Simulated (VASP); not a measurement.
# MoS2 in VASP: a series of runs

The runs below take MoS2 through single point, with PBE.

Program: VASP 6.6.1. These are calculated values, not measurements. Logs are shortened: lines on timing, memory, paths and dates and some standing lists are left out, and cuts for length are marked.

### 1 The cell of the first run

It takes space group P6_3/mmc (No. 194, hexagonal). The conventional cell has a = 3.203 Å, b = 3.203 Å, c = 12.457 Å, α = 90.00°, β = 90.00°, γ = 120.00°. Mo (site symmetry -6m2) has 6 S at 2.40 Å within 3.2 Å. Within 3.2 Å of S (site symmetry 3m) lie 3 Mo at 2.40 Å and 1 S at 3.05 Å.

### 2 Single point, PBE (volume scaled by 1.04)

Input file INCAR:

```
SYSTEM = MoS2
PREC = Accurate
ENCUT = 520
EDIFF = 1E-6
ISMEAR = -1
SIGMA = 0.05
LREAL = .FALSE.
LASPH = .TRUE.
NELM = 60
ALGO = Normal
ISIF = 2
LWAVE = .FALSE.
LCHARG = .TRUE.
GGA = PE
LELF = .TRUE.
LVHAR = .TRUE.
NBANDS = 35
```

Input file KPOINTS:

```
regular mesh
0
G
  10 10 3
  0 0 0
```

Input file POSCAR:

```
MoS2
1.0
    3.2025984155      0.0000000000      0.0000000000
   -1.6012992077      2.7735315882      0.0000000000
    0.0000000000      0.0000000000     12.4567945660
Mo S
2 4
Direct
    0.3333333333      0.6666666667      0.2500000000
    0.6666666667      0.3333333333      0.7500000000
    0.3333333333      0.6666666667      0.6275000000
    0.6666666667      0.3333333333      0.1275000000
    0.3333333333      0.6666666667      0.8725000000
    0.6666666667      0.3333333333      0.3725000000
```

Potentials or basis: VASP PAW PBE potentials, release 64 (Mo_sv, S).

Started as:

```sh
cat potpaw_PBE.64/Mo_sv/POTCAR potpaw_PBE.64/S/POTCAR > POTCAR
mpirun -np 1 vasp_std > vasp.out
```

OUTCAR:

```text
SYSTEM = MoS2
   PREC = Accurate
   ENCUT = 520
   EDIFF = 1E-6
   ISMEAR = -1
   LREAL = .FALSE.
   LASPH = .TRUE.
   NELM = 60
   ISIF = 2
   GGA = PE

 ion  position               nearest neighbor table
   1  0.333  0.667  0.250-   4 2.40   6 2.40   4 2.40   6 2.40   4 2.40   6 2.40
   2  0.667  0.333  0.750-   3 2.40   5 2.40   3 2.40   5 2.40   3 2.40   5 2.40
   3  0.333  0.667  0.627-   2 2.40   2 2.40   2 2.40
   4  0.667  0.333  0.127-   1 2.40   1 2.40   1 2.40
   5  0.333  0.667  0.873-   2 2.40   2 2.40   2 2.40
   6  0.667  0.333  0.373-   1 2.40   1 2.40   1 2.40

  LATTYP: Found a hexagonal cell.
 ALAT       =     3.2025984155
 C/A-ratio  =     3.8895899360

  Lattice vectors:

 A1 = (   3.2025984155,   0.0000000000,   0.0000000000)
 A2 = (  -1.6012992077,   2.7735315882,   0.0000000000)
 A3 = (   0.0000000000,   0.0000000000,  12.4567945660)

Analysis of symmetry for initial positions (statically):
=====================================================================
 Subroutine PRICEL returns:
 Original cell was already a primitive cell.

 Routine SETGRP: Setting up the symmetry group for a
 hexagonal supercell.

 Subroutine GETGRP returns: Found 24 space group operations
 (whereof 12 operations were pure point group operations)
 out of a pool of 24 trial point group operations.

The static configuration has the point symmetry D_3d.
 The point group associated with its full space group is D_6h.

Analysis of symmetry for dynamics (positions and initial velocities):
=====================================================================
 Subroutine PRICEL returns:
 Original cell was already a primitive cell.

 Routine SETGRP: Setting up the symmetry group for a
 hexagonal supercell.

 Subroutine GETGRP returns: Found 24 space group operations
 (whereof 12 operations were pure point group operations)
 out of a pool of 24 trial point group operations.

The dynamic configuration has the point symmetry D_3d.
 The point group associated with its full space group is D_6h.

 Subroutine INISYM returns: Found 24 space group operations
 (whereof 12 operations are pure point group operations),
 and found     1 'primitive' translations

----------------------------------------------------------------------------------------

                                     Primitive cell

  volume of cell :     110.6476

  direct lattice vectors                    reciprocal lattice vectors
     3.202598415  0.000000000  0.000000000     0.312246454  0.180275574  0.000000000
    -1.601299208  2.773531588  0.000000000     0.000000000  0.360551149  0.000000000
     0.000000000  0.000000000 12.456794566     0.000000000  0.000000000  0.080277474

  length of vectors
     3.202598415  3.202598417 12.456794566     0.360551149  0.360551149  0.080277474

  position of ions in fractional coordinates (direct lattice)
     0.333333333  0.666666667  0.250000000
     0.666666667  0.333333333  0.750000000
     0.333333333  0.666666667  0.627500000
     0.666666667  0.333333333  0.127500000
     0.333333333  0.666666667  0.872500000
     0.666666667  0.333333333  0.372500000

  ion indices of the primitive-cell ions
   primitive index   ion index
                 1           1
                 2           2
                 3           3
                 4           4
                 5           5
                 6           6

----------------------------------------------------------------------------------------

 KPOINTS: regular mesh

Automatic generation of k-mesh.
 Grid dimensions read from file:
 generate k-points for:   10   10    3

 Generating k-lattice:

  Cartesian coordinates                     Fractional coordinates (reciprocal lattice)
     0.031224645  0.018027557  0.000000000     0.100000000 -0.000000000  0.000000000
     0.000000000  0.036055115  0.000000000     0.000000000  0.100000000  0.000000000
     0.000000000  0.000000000  0.026759158     0.000000000  0.000000000  0.333333333

  Length of vectors
     0.036055115  0.036055115  0.026759158

  Shift w.r.t. Gamma in fractional coordinates (k-lattice)
     0.000000000  0.000000000  0.000000000

 Subroutine IBZKPT returns following result:
 ===========================================

 Found     28 irreducible k-points:

 Following reciprocal coordinates:
            Coordinates               Weight
  0.000000  0.000000  0.000000      1.000000
  0.100000 -0.000000  0.000000      6.000000
  0.200000 -0.000000  0.000000      6.000000
  0.300000 -0.000000  0.000000      6.000000
  0.400000 -0.000000  0.000000      6.000000
  0.500000 -0.000000  0.000000      3.000000
[... 16 lines left out ...]
  0.300000  0.100000  0.333333     24.000000
  0.400000  0.100000  0.333333     24.000000
 [... further k-points ...]
   k-points           NKPTS =     28   k-points in BZ     NKDIM =     28   number of bands    NBANDS=     35
   number of dos      NEDOS =    301   number of ions     NIONS =      6
   total plane-waves  NPLWV =  55296
   dimension x,y,z NGX =    24 NGY =   24 NGZ =   96
   dimension x,y,z NGXF=    48 NGYF=   48 NGZF=  192
   ions per type =               2   4
   NGX,Y,Z   is equivalent  to a cutoff of  12.46, 12.46, 12.81 a.u.
   NGXF,Y,Z  is equivalent  to a cutoff of  24.92, 24.92, 25.62 a.u.
 SYSTEM =  MoS2
   PREC   = accura    normal or accurate (medium, high low for compatibility)
   ISTART =      0    job   : 0-new  1-cont  2-samecut
   ICHARG =      2    charge: 1-file 2-atom 10-const
   ISPIN  =      1    spin polarized calculation?
   LNONCOLLINEAR =      F non collinear calculations
   LSORBIT =      F    spin-orbit coupling
   LASPH  =      T    aspherical Exc in radial PAW
   ENCUT  =  520.0 eV  38.22 Ry    6.18 a.u.   5.95  5.95 23.16*2*pi/ulx,y,z
   NELM   =     60;   NELMIN=  2; NELMDL= -5     # of ELM steps
   EDIFF  = 0.1E-05   stopping-criterion for ELM
   LREAL  =      F    real-space projection
   EDIFFG = 0.1E-04   stopping-criterion for IOM
   NSW    =      0    number of steps for IOM
   IBRION =     -1    ionic relax: 0-MD 1-quasi-New 2-CG
   NFREE  =      0    steps in history (QN), initial steepest desc. (CG)
   ISIF   =      2    stress and relaxation
   ISYM   =      2    0-nonsym 1-usesym 2-fastsym
   POTIM  = 0.5000    time-step for ionic-motion
   TEBEG  =    0.0;   TEEND  =   0.0 temperature during run
   PSTRESS=    0.0 pullay stress
   NELECT =      52.0000    total number of electrons
   NUPDOWN=      -1.0000    fix difference up-down
   EMIN   =  10.00;   EMAX   =-10.00  energy-range for DOS
   EFERMI =   0.00;   METHOD = LEGACY
   ISMEAR =    -1;   SIGMA  =   0.05  broadening in eV -4-tet -1-fermi 0-gaus
   EFERMI_NEDOS =   21; number of points for ismear=-14 and -15
   IALGO  =     38    algorithm
   IMIX   =      4    mixing-type and parameters
     AMIX     =   0.40;   BMIX     =  1.00
     AMIX_MAG =   1.60;   BMIX_MAG =  1.00
  volume/ion in A,a.u.               =      18.44       124.45
  Fermi-wavevector in a.u.,A,eV,Ry     =   1.272805  2.405253 22.041892  1.620033
  Thomas-Fermi vector in A             =   2.405664
   LORBIT       =      0    0 simple, 1 ext, 2 COOP (PROOUT), +10 PAW based schemes
   GGA     = PE    functional components
   LHFCALC =     F    Hartree Fock is set to
   AEXX    =    0.0000 exact exchange contribution
   IVDW    =     0    specifies the selected vdW correction
   LEPSILON=     F    determine dielectric tensor
   LRPA    =     F    only Hartree local field effects (RPA)
 non-spin polarized calculation
  energy-cutoff  :      520.00
  volume of cell :      110.65
 maximum number of plane-waves:      3012
 NGX is ok and might be reduce to    24
   NGX = 11   NGY = 11   NGZ = 47

 number of electron      51.9999997 magnetization

 Free energy of the ion-electron system (eV)
  ---------------------------------------------------
  ext. energy  EPLUGINS =         0.00000000
  ---------------------------------------------------
  free energy    TOTEN  =       -43.61503686 eV

  energy without entropy =      -43.61503053  energy(sigma->0) =      -43.61503369

 E-fermi :   7.5548     XC(G=0): -10.5884

 val. band max:        7.1950273208   @ k =   0.0000   0.0000   0.0000
 cond. band min:       8.0681417695   @ k =   0.3000   0.3000   0.0000
 fundamental gap:      0.8731144487
 Fermi energy:         7.5547526290

 k-point     1 :       0.0000    0.0000    0.0000
  band No.  band energies     occupation
      1     -54.4387      2.00000
      2     -54.4387      2.00000
      3     -28.5735      2.00000
      4     -28.5735      2.00000
      5     -28.4006      2.00000
      6     -28.4006      2.00000
[... 27 lines left out ...]
     34       9.5530      0.00000
     35      12.4293      0.00000

 k-point     2 :       0.1000   -0.0000    0.0000
  band No.  band energies     occupation
      1     -54.4354      2.00000
      2     -54.4354      2.00000
      3     -28.5667      2.00000
      4     -28.5666      2.00000
      5     -28.4355      2.00000
      6     -28.4355      2.00000
[... 27 lines left out ...]
     34       9.4360      0.00000
     35      13.1003      0.00000

 k-point     3 :       0.2000   -0.0000    0.0000
  band No.  band energies     occupation
      1     -54.4267      2.00000
      2     -54.4267      2.00000
      3     -28.5487      2.00000
      4     -28.5487      2.00000
      5     -28.5259      2.00000
      6     -28.5259      2.00000
[... 27 lines left out ...]
     34      10.0217      0.00000
     35      14.2652      0.00000
[... 723 lines left out ...]
 k-point    23 :       0.3000    0.1000    0.3333
  band No.  band energies     occupation
      1     -54.4098      2.00000
      2     -54.4098      2.00000
      3     -28.6819      2.00000
      4     -28.6819      2.00000
      5     -28.5140      2.00000
      6     -28.5139      2.00000
[... 27 lines left out ...]
     34      10.9181      0.00000
     35      13.9414      0.00000

 k-point    24 :       0.4000    0.1000    0.3333
  band No.  band energies     occupation
      1     -54.4037      2.00000
      2     -54.4037      2.00000
      3     -28.7383      2.00000
      4     -28.7383      2.00000
      5     -28.5019      2.00000
      6     -28.5019      2.00000
[... 27 lines left out ...]
     34      10.8620      0.00000
     35      12.9568      0.00000

 [... further k-points ...]
[... 5 lines left out ...]
  --------------------------------------------------------------------------------------
  -------------------------------------------------------------------------------------
  Total        0.3434107      0.3434107      4.3027587      0.0000000      0.0000000      0.0000000
  in kB        4.9725887      4.9725887     62.3039623      0.0000000      0.0000000      0.0000000
  external PRESSURE =      24.0830466 kB  Pullay stress =       0.0000000 kB

 VOLUME and BASIS-vectors are now :
 -----------------------------------------------------------------------------
  energy-cutoff  :      520.00
  volume of cell :      110.65
      direct lattice vectors                 reciprocal lattice vectors
     3.202598415  0.000000000  0.000000000     0.312246454  0.180275574  0.000000000
    -1.601299208  2.773531588  0.000000000     0.000000000  0.360551149  0.000000000
     0.000000000  0.000000000 12.456794566     0.000000000  0.000000000  0.080277474

 POSITION                                       TOTAL-FORCE (eV/Angst)
 -----------------------------------------------------------------------------------
     -0.00000      1.84902      3.11420        -0.000000      0.000000     -0.000000
      1.60130      0.92451      9.34260        -0.000000     -0.000000     -0.000000
     -0.00000      1.84902      7.81664         0.000000     -0.000000     -0.502422
      1.60130      0.92451      1.58824        -0.000000     -0.000000     -0.502422
     -0.00000      1.84902     10.86855         0.000000     -0.000000      0.502422
      1.60130      0.92451      4.64016        -0.000000      0.000000      0.502422
 -----------------------------------------------------------------------------------
    total drift:                               -0.000000      0.000000     -0.000000

  FREE ENERGIE OF THE ION-ELECTRON SYSTEM (eV)
  ---------------------------------------------------
  free  energy   TOTEN  =       -43.6150368552 eV

  energy  without entropy=      -43.6150305264  energy(sigma->0) =      -43.61503369
```

Wall time 67 s (1 thread of Intel Xeon 6975P-C (Granite Rapids), shared host); peak memory 0.26 GiB.

What came out:

| Quantity | Value |
| --- | --- |
| Free energy | -43.6150 eV |
| Pressure | 2.4 GPa |
| Largest force | 0.502 eV/Å |
| Band gap on the k mesh | 0.87 eV, indirect (least direct gap 1.78 eV) |

Forces on the atoms (eV/Å):
```
Mo   0.000  0.000  0.000
Mo   0.000  0.000  0.000
S    0.000  0.000 -0.502
S    0.000  0.000 -0.502
S    0.000  0.000  0.502
S    0.000  0.000  0.502
```

Stress tensor (GPa, compression positive):
```
0.50 0.00 0.00
0.00 0.50 0.00
0.00 0.00 6.23
```

Levels at points of the mesh, in eV from the valence-band top:
```tsv
k point	band 23	band 24	band 25	band 26	band 27	band 28	band 29	band 30
(0.00, 0.00, 0.00)	-2.42	-1.28	-1.00	0.00	1.95	1.95	1.96	1.96
(0.50, 0.00, 0.00)	-1.97	-1.83	-1.47	-1.34	1.36	1.40	1.84	2.01
```

Caveat: this functional lacks dispersion, which binds the layers, so the pressure and a relaxed spacing across them are unreliable. A k mesh can miss the band edges.

### 3 Single point, PBE (volume scaled by 1.06)

Input file INCAR:

```
SYSTEM = MoS2
ALGO     = Normal         ! electronic algorithm
EDIFF    = 1E-7           ! SCF threshold, eV
ENCUT    = 520            ! plane-wave cutoff, eV
GGA      = PE             ! functional
ISIF     = 2              ! what is computed and relaxed
ISMEAR   = -1             ! smearing method
LASPH    = .TRUE.         ! aspherical terms in the spheres
LCHARG   = .TRUE.         ! write CHGCAR
LELF     = .TRUE.         ! ELF
LREAL    = .FALSE.        ! projectors in reciprocal space
LVHAR    = .TRUE.       
LWAVE    = .FALSE.        ! write WAVECAR
NBANDS   = 35             ! bands
NELM     = 100            ! most SCF steps
PREC     = Accurate       ! precision mode
SIGMA    = 0.05           ! smearing width, eV
```

Input file KPOINTS:

```
k-points
0
G
  10 10 3
  0 0 0
```

POSCAR: that of step 2 with these lines changed.

```diff
@@ -2,5 +2,5 @@
 1.0
-    3.2025984155      0.0000000000      0.0000000000
-   -1.6012992077      2.7735315882      0.0000000000
-    0.0000000000      0.0000000000     12.4567945660
+    3.2229976815      0.0000000000      0.0000000000
+   -1.6114988407      2.7911978708      0.0000000000
+    0.0000000000      0.0000000000     12.5361393458
 Mo S
```

Potentials or basis: VASP PAW PBE potentials, release 64 (Mo_sv, S).

Started as:

```sh
cat potpaw_PBE.64/Mo_sv/POTCAR potpaw_PBE.64/S/POTCAR > POTCAR
mpirun -np 1 vasp_std > vasp.out
```

Wall time 78 s (1 thread of Intel Xeon 6975P-C (Granite Rapids), shared host); peak memory 0.25 GiB.

The run converged. Its results:

| Property | Result |
| --- | --- |
| Free energy | -43.6296 eV |
| Pressure | -0.3 GPa |
| Largest force | 0.192 eV/Å |
| Band gap on the k mesh | 0.87 eV, indirect (least direct gap 1.74 eV) |

Forces on the atoms (eV/Å):
```
Mo   0.000  0.000  0.000
Mo   0.000  0.000  0.000
S    0.000  0.000 -0.192
S    0.000  0.000 -0.192
S    0.000  0.000  0.192
S    0.000  0.000  0.192
```

Stress tensor (GPa, compression positive):
```
-2.07  0.00  0.00
 0.00 -2.07  0.00
 0.00  0.00  3.27
```

Levels at points of the mesh, in eV from the valence-band top:
```tsv
k point	band 22	band 23	band 24	band 25	band 26	band 27	band 28	band 29	band 30	band 31
(0.00, 0.00, 0.00)	-2.37	-2.37	-1.26	-0.94	0.00	1.92	1.92	1.94	1.94	2.18
(0.50, 0.00, 0.00)	-2.40	-1.94	-1.80	-1.42	-1.29	1.34	1.38	1.80	1.96	2.81
```

Caveat: this functional lacks dispersion, which binds the layers, so the pressure and a relaxed spacing across them are unreliable. A k mesh can miss the band edges.

### 4 Single point, PBE (atoms moved at random)

Input file INCAR:

```
SYSTEM = MoS2
ALGO = Normal
EDIFF = 1E-6
ENCUT = 520
GGA = PE
ISIF = 2
ISMEAR = -1
LASPH = .True.
LCHARG = .False.
LREAL = .False.
LWAVE = .False.
NBANDS = 35
NELM = 60
PREC = Accurate
SIGMA = 0.05
```

Input file KPOINTS:

```
k-points
0
Gamma
  10 10 3
  0 0 0
```

Input file POSCAR:

```
MoS2
1.0
    3.1610015200      0.0000000000      0.0000000000
   -1.5805007600      2.7375076200      0.0000000000
    0.0000000000      0.0000000000     12.2949997000
Mo S
2 4
Direct
    0.3394020000      0.6773770000      0.2509810000
    0.6652180000      0.3319410000      0.7502860000
    0.3224620000      0.6643760000      0.6277980000
    0.6654230000      0.3156300000      0.1293160000
    0.3511760000      0.6829620000      0.8740920000
    0.6438330000      0.3243640000      0.3731670000
```

Started as:

```sh
cat potpaw_PBE.64/Mo_sv/POTCAR potpaw_PBE.64/S/POTCAR > POTCAR
mpirun -np 1 vasp_std > vasp.out
```

It took 3.2 min on 1 thread of Intel Xeon 6975P-C (Granite Rapids), shared host; peak memory 0.53 GiB.

It converged, with:

```
Free energy            : -43.3708 eV
Pressure               : 9.0 GPa
Largest force          : 1.772 eV/Å
Band gap on the k mesh : 0.85 eV, indirect (least direct gap 1.59 eV)
```

Forces in eV/Å, atoms in the order of the input:
```
Mo  -0.442 -1.527  0.118
Mo   0.012  0.503  0.243
S    0.300  0.019 -1.172
S   -0.175  0.932 -1.497
S   -0.313 -0.526  0.932
S    0.619  0.599  1.376
```

Stress tensor (GPa, compression positive):
```
 5.50 -0.28  0.38
-0.28  7.92 -1.94
 0.38 -1.94 13.52
```

Levels at points of the mesh, in eV from the valence-band top:
```csv
k point,band 22,band 23,band 24,band 25,band 26,band 27,band 28,band 29,band 30,band 31
"(0.00, 0.00, 0.00)",-2.42,-2.27,-1.32,-1.12,0.00,1.59,1.85,2.11,2.20,2.33
"(0.50, 0.00, 0.00)",-2.51,-2.09,-1.91,-1.47,-1.32,1.44,1.48,1.92,2.13,2.78
"(0.00, 0.50, 0.00)",-2.59,-2.01,-1.85,-1.67,-1.49,1.34,1.43,1.90,2.09,3.02
"(0.50, 0.50, 0.00)",-2.54,-2.11,-1.92,-1.47,-1.32,1.41,1.47,1.92,2.12,2.79
```

Caveat: the cell differs from its parent crystal (atoms moved at random); forces of over 1 eV/Å act on the atoms, so gaps and moduli don't describe the material at rest. A k mesh can miss the band edges.

### 5 Summary

| cell | gap on the mesh (eV) | pressure (GPa) | largest force (eV/Å) |
| --- | --- | --- | --- |
| a = 3.203, b = 3.203, c = 12.457 Å, angles 90.0, 90.0, 120.0°, 6 atoms | 0.87 | 2.4 | 0.50 |
| a = 3.223, b = 3.223, c = 12.536 Å, angles 90.0, 90.0, 120.0°, 6 atoms | 0.87 | -0.3 | 0.19 |
| a = 3.161, b = 3.161, c = 12.295 Å, angles 90.0, 90.0, 120.0°, 6 atoms | 0.85 | 9.0 | 1.77 |

Alike in all rows: task single point; level PBE; potentials or basis VASP PAW PBE potentials, release 64 (Mo_sv, S); no spin polarisation; k mesh 10 × 10 × 3; cutoff (eV) 520; smearing fermi-dirac 0.05 eV.

Caveats: this functional lacks dispersion, which binds the layers, so the pressure and a relaxed spacing across them are unreliable (some runs); forces of over 1 eV/Å act on the atoms, so gaps and moduli don't describe the material at rest (some runs).

Total energies depend on the potentials used, so only differences within one code and one set of settings carry meaning.
